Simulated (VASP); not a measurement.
A run of VASP 6.6.1 is set up as follows.

Contents of INCAR:

```
ALGO = Normal
EDIFF = 1E-7
ENCUT = 520
GGA = PS
ISIF = 2
ISMEAR = 1
LASPH = T
LCHARG = F
LREAL = F
LWAVE = F
NBANDS = 10
NELM = 60
PREC = Accurate
SIGMA = 0.1
```

File KPOINTS:

```
k-points
0
Gamma
  7 7 7
```

Contents of POSCAR:

```
K
1.0
    4.3671618074      0.0000000000      0.0000000000
    0.0000000000      4.3671618074      0.0000000000
    0.0000000000      0.0000000000      4.3671618074
K
1
Direct
    0.0000000000      0.0000000000      0.0000000000
```

Potentials or basis: VASP PAW PBE potentials, release 64 (K_sv).

The run is started by

```sh
$ cat potpaw_PBE.64/K_sv/POTCAR > POTCAR
$ mpirun -np 1 vasp_std > vasp.out
```

Q: What does it give for the pressure?

A: -0.2 GPa.

Caveat: the PAW data sets were made with another functional, which shifts forces and pressure a little.
